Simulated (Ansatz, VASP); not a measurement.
**Ga: VASP beside Ansatz**

The input INCAR:

```
SYSTEM = Ga
PREC = Accurate ; ENCUT = 520
EDIFF = 1E-6 ; ISMEAR = -1
SIGMA = 0.1 ; LREAL = .FALSE.
LASPH = .TRUE. ; NELM = 100
ALGO = Normal ; ISIF = 2
LWAVE = .FALSE. ; LCHARG = .TRUE.
GGA = B5 ; ALDAX = 1.0
AGGAX = 1.0 ; AGGAC = 1.0
ALDAC = 0.0 ; LELF = .TRUE.
LVHAR = .TRUE. ; NBANDS = 20
```

KPOINTS

```
Automatic mesh
0
G
  13 13 7
  0 0 0
```

POSCAR

```
Ga
1.0
    3.1160212609      0.0000000000      0.0000000000
   -1.5580106305      2.6985535707      0.0000000000
    0.0000000000      0.0000000000      4.8085807050
Ga
2
Direct
    0.3333333333      0.6666666667      0.2500000000
    0.6666666667      0.3333333333      0.7500000000
```

Input for Ansatz:

```yaml
crystal:
  lattice:
    - [3.1160212609, 0.0, 0.0]
    - [-1.5580106305, 2.6985535707, 0.0]
    - [0.0, 0.0, 4.808580705]
  atoms:
    - { symbol: Ga, position: [0.3333333333, 0.6666666667, 0.25] }
    - { symbol: Ga, position: [0.6666666667, 0.3333333333, 0.75] }
hamiltonian:
  xc: blyp
  pseudopotentials:
    kind: paw
    azcp:
      Ga: "pseudopotentials/Ga.paw.azcp"
basis:
  ecutwfc: 420
  fft_grid_basis: typed
kpoints:
  mp_grid: { grid: [13, 13, 7], shift: [0, 0, 0] }
magnetization:
  spin_polarized: false
scf:
  occupations: { method: fermi_dirac, width: 0.1 }
  lower_state_search: "off"
output:
  stress: true
  write_density: true
  write_potential: true
  elf: true
  volumetric_format: npy
```

Alike in both runs: task single point; functional BLYP; k mesh 13 × 13 × 7; occupations fermi-dirac, width 0.1 eV; no spin polarisation.

|  | VASP | Ansatz |
| --- | --- | --- |
| version | VASP 6.6.1 | Ansatz 0.2.0 |
| potentials or method | VASP PAW PBE potentials, release 64 (Ga_d), cutoff 520 eV | plane waves (420 eV) with PAW, scalar-relativistic |
| valence electrons in the cell | 26 | 26 |

Ansatz gave:

- pressure (GPa): 3.0

Which values does VASP return?

Pressure (GPa): 2.9.

VASP's potentials were made for PBE, not for BLYP. The functional is the same, so the differences come from potentials, cutoffs and numerics.
